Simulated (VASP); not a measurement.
# Be2ZnTe3 in VASP: further runs

Be2ZnTe3 is run at these levels: PBE; tasks: single point.

Program: VASP 6.6.1. These are calculated values, not measurements. Logs are shortened: lines on timing, memory, paths and dates and some standing lists are left out, and cuts for length are marked.

## (1) The cell of the first run

It takes space group P6_3mc (No. 186, hexagonal). The conventional cell has a = 4.110 Å, b = 4.110 Å, c = 20.424 Å, α = 90.00°, β = 90.00°, γ = 120.00°. Be (site symmetry 3m) has 4 Te at 2.47 to 2.50 Å within 3.3 Å. Within 3.2 Å of Be (site symmetry 3m) lie 4 Te at 2.45 to 2.50 Å. Within 3.4 Å of Zn (site symmetry 3m) lie 4 Te at 2.60 to 2.65 Å. Within 3.3 Å of Te (site symmetry 3m) lie 4 Be at 2.47 to 2.50 Å. Within 3.3 Å of Te (site symmetry 3m) lie 3 Be at 2.50 Å and 1 Zn at 2.65 Å. Within 3.2 Å of Te (site symmetry 3m) lie 1 Be at 2.45 Å and 3 Zn at 2.60 Å.

## (2) Single point, PBE

INCAR reads:

```
SYSTEM = Be2ZnTe3
PREC = Accurate ; ENCUT = 520
EDIFF = 1E-6 ; ISMEAR = 0
SIGMA = 0.1 ; LREAL = .FALSE.
LASPH = .TRUE. ; NELM = 100
ALGO = Normal ; ISIF = 2
LWAVE = .FALSE. ; LCHARG = .FALSE.
GGA = PE ; NBANDS = 46
```

KPOINTS reads:

```
Automatic mesh
0
G
  6 6 1
  0 0 0
```

POSCAR reads:

```
Be2ZnTe3
1.0
    4.1098728000      0.0000000000      0.0000000000
   -2.0549364000      3.5592542000      0.0000000000
    0.0000000000      0.0000000000     20.4235883000
Be Zn Te
4 2 6
Direct
    0.6666667000      0.3333333000      0.1702870000
    0.6666667000      0.3333333000      0.8298830000
    0.3333333000      0.6666667000      0.3298830000
    0.3333333000      0.6666667000      0.6702870000
    0.6666667000      0.3333333000      0.5019910000
    0.3333333000      0.6666667000      0.0019910000
    0.6666667000      0.3333333000      0.2911430000
    0.6666667000      0.3333333000      0.6317960000
    0.6666667000      0.3333333000      0.9499010000
    0.3333333000      0.6666667000      0.1317960000
    0.3333333000      0.6666667000      0.4499010000
    0.3333333000      0.6666667000      0.7911430000
```

Potentials or basis: VASP PAW PBE potentials, release 64 (Be, Zn, Te).

The run is started by

```bash
$ cat potpaw_PBE.64/Be/POTCAR potpaw_PBE.64/Zn/POTCAR potpaw_PBE.64/Te/POTCAR > POTCAR
$ mpirun -np 1 vasp_std > vasp.out
```

OUTCAR:

```text
SYSTEM = Be2ZnTe3
   PREC = Accurate
   ENCUT = 520
   EDIFF = 1E-6
   ISMEAR = 0
   LREAL = .FALSE.
   LASPH = .TRUE.
   NELM = 100
   ISIF = 2
   GGA = PE

 ion  position               nearest neighbor table
   1  0.667  0.333  0.170-   7 2.47  10 2.50  10 2.50  10 2.50
   2  0.667  0.333  0.830-   9 2.45  12 2.50  12 2.50  12 2.50
   3  0.333  0.667  0.330-  11 2.45   7 2.50   7 2.50   7 2.50
   4  0.333  0.667  0.670-  12 2.47   8 2.50   8 2.50   8 2.50
   5  0.667  0.333  0.502-  11 2.60  11 2.60  11 2.60   8 2.65
   6  0.333  0.667  0.002-   9 2.60   9 2.60   9 2.60  10 2.65
   7  0.667  0.333  0.291-   1 2.47   3 2.50   3 2.50   3 2.50
   8  0.667  0.333  0.632-   4 2.50   4 2.50   4 2.50   5 2.65
   9  0.667  0.333  0.950-   2 2.45   6 2.60   6 2.60   6 2.60
  10  0.333  0.667  0.132-   1 2.50   1 2.50   1 2.50   6 2.65
  11  0.333  0.667  0.450-   3 2.45   5 2.60   5 2.60   5 2.60
  12  0.333  0.667  0.791-   4 2.47   2 2.50   2 2.50   2 2.50

  LATTYP: Found a hexagonal cell.
 ALAT       =     4.1098728000
 C/A-ratio  =     4.9693966928

  Lattice vectors:

 A1 = (   4.1098728000,   0.0000000000,   0.0000000000)
 A2 = (  -2.0549364000,   3.5592542000,   0.0000000000)
 A3 = (   0.0000000000,   0.0000000000,  20.4235883000)

Analysis of symmetry for initial positions (statically):
=====================================================================
 Subroutine PRICEL returns:
 Original cell was already a primitive cell.

 Routine SETGRP: Setting up the symmetry group for a
 hexagonal supercell.

 Subroutine GETGRP returns: Found 12 space group operations
 (whereof  6 operations were pure point group operations)
 out of a pool of 24 trial point group operations.

The static configuration has the point symmetry C_3v.
 The point group associated with its full space group is C_6v.

Analysis of symmetry for dynamics (positions and initial velocities):
=====================================================================
 Subroutine PRICEL returns:
 Original cell was already a primitive cell.

 Routine SETGRP: Setting up the symmetry group for a
 hexagonal supercell.

 Subroutine GETGRP returns: Found 12 space group operations
 (whereof  6 operations were pure point group operations)
 out of a pool of 24 trial point group operations.

The dynamic configuration has the point symmetry C_3v.
 The point group associated with its full space group is C_6v.

 Subroutine INISYM returns: Found 12 space group operations
 (whereof  6 operations are pure point group operations),
 and found     1 'primitive' translations

----------------------------------------------------------------------------------------

                                     Primitive cell

  volume of cell :     298.7579

  direct lattice vectors                    reciprocal lattice vectors
     4.109872800  0.000000000  0.000000000     0.243316533  0.140478868  0.000000000
    -2.054936400  3.559254200  0.000000000     0.000000000  0.280957735  0.000000000
     0.000000000  0.000000000 20.423588300     0.000000000  0.000000000  0.048962992

  length of vectors
     4.109872800  4.109872756 20.423588300     0.280957732  0.280957735  0.048962992

  position of ions in fractional coordinates (direct lattice)
     0.666666700  0.333333300  0.170287000
     0.666666700  0.333333300  0.829883000
     0.333333300  0.666666700  0.329883000
     0.333333300  0.666666700  0.670287000
     0.666666700  0.333333300  0.501991000
     0.333333300  0.666666700  0.001991000
     0.666666700  0.333333300  0.291143000
     0.666666700  0.333333300  0.631796000
     0.666666700  0.333333300  0.949901000
     0.333333300  0.666666700  0.131796000
     0.333333300  0.666666700  0.449901000
     0.333333300  0.666666700  0.791143000

  ion indices of the primitive-cell ions
   primitive index   ion index
                 1           1
                 2           2
                 3           3
                 4           4
                 5           5
                 6           6
                 7           7
                 8           8
                 9           9
                10          10
                11          11
                12          12

----------------------------------------------------------------------------------------

 KPOINTS: Automatic mesh

Automatic generation of k-mesh.
 Grid dimensions read from file:
 generate k-points for:    6    6    1

 Generating k-lattice:

  Cartesian coordinates                     Fractional coordinates (reciprocal lattice)
     0.040552755  0.023413145  0.000000000     0.166666667 -0.000000000  0.000000000
     0.000000000  0.046826289  0.000000000     0.000000000  0.166666667  0.000000000
     0.000000000  0.000000000  0.048962992     0.000000000  0.000000000  1.000000000

  Length of vectors
     0.046826289  0.046826289  0.048962992

  Shift w.r.t. Gamma in fractional coordinates (k-lattice)
     0.000000000  0.000000000  0.000000000

 Subroutine IBZKPT returns following result:
 ===========================================

 Found      7 irreducible k-points:

 Following reciprocal coordinates:
            Coordinates               Weight
  0.000000  0.000000  0.000000      1.000000
  0.166667  0.000000  0.000000      6.000000
  0.333333  0.000000  0.000000      6.000000
  0.500000  0.000000  0.000000      3.000000
  0.166667  0.166667  0.000000      6.000000
  0.333333  0.166667  0.000000     12.000000
  0.333333  0.333333  0.000000      2.000000
   k-points           NKPTS =      7   k-points in BZ     NKDIM =      7   number of bands    NBANDS=     46
   number of dos      NEDOS =    301   number of ions     NIONS =     12
   total plane-waves  NPLWV = 163840
   dimension x,y,z NGX =    32 NGY =   32 NGZ =  160
   dimension x,y,z NGXF=    64 NGYF=   64 NGZF=  320
   ions per type =               4   2   6
   NGX,Y,Z   is equivalent  to a cutoff of  12.94, 12.94, 13.02 a.u.
   NGXF,Y,Z  is equivalent  to a cutoff of  25.89, 25.89, 26.05 a.u.
 SYSTEM =  Be2ZnTe3
   PREC   = accura    normal or accurate (medium, high low for compatibility)
   ISTART =      0    job   : 0-new  1-cont  2-samecut
   ICHARG =      2    charge: 1-file 2-atom 10-const
   ISPIN  =      1    spin polarized calculation?
   LNONCOLLINEAR =      F non collinear calculations
   LSORBIT =      F    spin-orbit coupling
   LASPH  =      T    aspherical Exc in radial PAW
   ENCUT  =  520.0 eV  38.22 Ry    6.18 a.u.   7.64  7.64 37.97*2*pi/ulx,y,z
   NELM   =    100;   NELMIN=  2; NELMDL= -5     # of ELM steps
   EDIFF  = 0.1E-05   stopping-criterion for ELM
   LREAL  =      F    real-space projection
   EDIFFG = 0.1E-04   stopping-criterion for IOM
   NSW    =      0    number of steps for IOM
   IBRION =     -1    ionic relax: 0-MD 1-quasi-New 2-CG
   NFREE  =      0    steps in history (QN), initial steepest desc. (CG)
   ISIF   =      2    stress and relaxation
   ISYM   =      2    0-nonsym 1-usesym 2-fastsym
   POTIM  = 0.5000    time-step for ionic-motion
   TEBEG  =    0.0;   TEEND  =   0.0 temperature during run
   PSTRESS=    0.0 pullay stress
   NELECT =      68.0000    total number of electrons
   NUPDOWN=      -1.0000    fix difference up-down
   EMIN   =  10.00;   EMAX   =-10.00  energy-range for DOS
   EFERMI =   0.00;   METHOD = LEGACY
   ISMEAR =     0;   SIGMA  =   0.10  broadening in eV -4-tet -1-fermi 0-gaus
   EFERMI_NEDOS =   21; number of points for ismear=-14 and -15
   IALGO  =     38    algorithm
   IMIX   =      4    mixing-type and parameters
     AMIX     =   0.40;   BMIX     =  1.00
     AMIX_MAG =   1.60;   BMIX_MAG =  1.00
  volume/ion in A,a.u.               =      24.90       168.01
  Fermi-wavevector in a.u.,A,eV,Ry     =   0.999550  1.888876 13.593592  0.999101
  Thomas-Fermi vector in A             =   2.131848
   LORBIT       =      0    0 simple, 1 ext, 2 COOP (PROOUT), +10 PAW based schemes
   GGA     = PE    functional components
   LHFCALC =     F    Hartree Fock is set to
   AEXX    =    0.0000 exact exchange contribution
   IVDW    =     0    specifies the selected vdW correction
   LEPSILON=     F    determine dielectric tensor
   LRPA    =     F    only Hartree local field effects (RPA)
 non-spin polarized calculation
 Gauss-broadening in eV      SIGMA  =   0.10
  energy-cutoff  :      520.00
  volume of cell :      298.76
 maximum number of plane-waves:      8073
 NGX is ok and might be reduce to    32
   NGX = 15   NGY = 15   NGZ = 75

 number of electron      67.9999993 magnetization

 Free energy of the ion-electron system (eV)
  ---------------------------------------------------
  ext. energy  EPLUGINS =         0.00000000
  ---------------------------------------------------
  free energy    TOTEN  =       -40.40510499 eV

  energy without entropy =      -40.40510499  energy(sigma->0) =      -40.40510499

 E-fermi :   4.9104     XC(G=0):  -8.9308

 val. band max:        4.4241565977   @ k =   0.0000   0.0000   0.0000
 cond. band min:       6.0822406656   @ k =   0.5000   0.0000   0.0000
 fundamental gap:      1.6580840679
 Fermi energy:         4.9104009406

 k-point     1 :       0.0000    0.0000    0.0000
  band No.  band energies     occupation
      1      -7.8267      2.00000
      2      -7.6595      2.00000
      3      -7.5414      2.00000
      4      -7.1402      2.00000
      5      -6.9580      2.00000
      6      -6.6962      2.00000
[... 38 lines left out ...]
     45       8.3056      0.00000
     46       8.4664      0.00000

 k-point     2 :       0.1667    0.0000    0.0000
  band No.  band energies     occupation
      1      -7.6254      2.00000
      2      -7.4675      2.00000
      3      -7.3531      2.00000
      4      -6.9802      2.00000
      5      -6.8073      2.00000
      6      -6.5707      2.00000
[... 38 lines left out ...]
     45       8.5491      0.00000
     46       8.8379      0.00000

 k-point     3 :       0.3333    0.0000    0.0000
  band No.  band energies     occupation
      1      -7.1139      2.00000
      2      -6.9882      2.00000
      3      -6.8986      2.00000
      4      -6.6252      2.00000
      5      -6.4908      2.00000
      6      -6.3382      2.00000
[... 38 lines left out ...]
     45       9.0263      0.00000
     46       9.1422      0.00000

 k-point     4 :       0.5000    0.0000    0.0000
  band No.  band energies     occupation
      1      -6.7225      2.00000
      2      -6.6386      2.00000
      3      -6.5958      2.00000
      4      -6.4427      2.00000
      5      -6.3662      2.00000
      6      -6.2999      2.00000
[... 38 lines left out ...]
     45       8.5981      0.00000
     46       8.8435      0.00000

 k-point     5 :       0.1667    0.1667    0.0000
  band No.  band energies     occupation
      1      -7.2643      2.00000
      2      -7.1274      2.00000
      3      -7.0271      2.00000
      4      -6.7189      2.00000
      5      -6.5694      2.00000
      6      -6.3885      2.00000
[... 38 lines left out ...]
     45       8.8858      0.00000
     46       9.0152      0.00000

 k-point     6 :       0.3333    0.1667    0.0000
  band No.  band energies     occupation
      1      -6.7489      2.00000
      2      -6.6608      2.00000
      3      -6.6092      2.00000
      4      -6.4437      2.00000
      5      -6.3553      2.00000
      6      -6.2802      2.00000
[... 38 lines left out ...]
     45       9.0174      0.00000
     46       9.0401      0.00000

 k-point     7 :       0.3333    0.3333    0.0000
  band No.  band energies     occupation
      1      -6.4216      2.00000
      2      -6.4216      2.00000
      3      -6.3943      2.00000
      4      -6.3943      2.00000
      5      -6.3730      2.00000
      6      -6.3730      2.00000
[... 38 lines left out ...]
     45      10.0241      0.00000
     46      10.2756      0.00000

------------------------ aborting loop because EDIFF is reached ----------------------------------------

  FORCE on cell =-STRESS in cart. coord.  units (eV):
  Direction    XX          YY          ZZ          XY          YZ          ZX
  --------------------------------------------------------------------------------------
  -------------------------------------------------------------------------------------
  Total        0.3039524      0.3039524      0.2697525      0.0000000      0.0000000     -0.0000000
  in kB        1.6300342      1.6300342      1.4466273      0.0000000      0.0000000     -0.0000000
  external PRESSURE =       1.5688986 kB  Pullay stress =       0.0000000 kB

 VOLUME and BASIS-vectors are now :
 -----------------------------------------------------------------------------
  energy-cutoff  :      520.00
  volume of cell :      298.76
      direct lattice vectors                 reciprocal lattice vectors
     4.109872800  0.000000000  0.000000000     0.243316533  0.140478868  0.000000000
    -2.054936400  3.559254200  0.000000000     0.000000000  0.280957735  0.000000000
     0.000000000  0.000000000 20.423588300     0.000000000  0.000000000  0.048962992

 POSITION                                       TOTAL-FORCE (eV/Angst)
 -----------------------------------------------------------------------------------
      2.05494      1.18642      3.47787        -0.000000     -0.000000     -0.002681
      2.05494      1.18642     16.94919        -0.000000     -0.000000     -0.000905
     -0.00000      2.37284      6.73739        -0.000000     -0.000000     -0.000905
     -0.00000      2.37284     13.68967         0.000000     -0.000000     -0.002681
      2.05494      1.18642     10.25246        -0.000000      0.000000      0.006069
     -0.00000      2.37284      0.04066         0.000000     -0.000000      0.006069
      2.05494      1.18642      5.94618        -0.000000     -0.000000     -0.001446
      2.05494      1.18642     12.90354         0.000000      0.000000     -0.003512
      2.05494      1.18642     19.40039         0.000000     -0.000000      0.002475
     -0.00000      2.37284      2.69175        -0.000000     -0.000000     -0.003512
     -0.00000      2.37284      9.18859        -0.000000      0.000000      0.002475
     -0.00000      2.37284     16.15798        -0.000000      0.000000     -0.001446
 -----------------------------------------------------------------------------------
    total drift:                               -0.000202      0.000117      0.001707

  FREE ENERGIE OF THE ION-ELECTRON SYSTEM (eV)
  ---------------------------------------------------
  free  energy   TOTEN  =       -40.4051049867 eV

  energy  without entropy=      -40.4051049867  energy(sigma->0) =      -40.40510499
```

It took 4.6 min on 1 thread of Intel Xeon 8259CL, shared host; peak memory 0.45 GiB.

What came out:

* Free energy: -40.4051 eV
* Pressure: 0.2 GPa
* Largest force: 0.006 eV/Å
* Band gap on the k mesh: 1.66 eV (least direct gap 2.09 eV)

Forces in eV/Å, atoms in the order of the input:
```
Be   0.000  0.000 -0.003
Be   0.000  0.000 -0.001
Be   0.000  0.000 -0.001
Be   0.000  0.000 -0.003
Zn   0.000  0.000  0.006
Zn   0.000  0.000  0.006
Te   0.000  0.000 -0.001
Te   0.000  0.000 -0.004
Te   0.000  0.000  0.002
Te   0.000  0.000 -0.004
Te   0.000  0.000  0.002
Te   0.000  0.000 -0.001
```

Caveat: spin-orbit coupling is left out, which moves the levels of the heavy elements. A k mesh can miss the band edges.

(Part 1 of 2 ends here.)
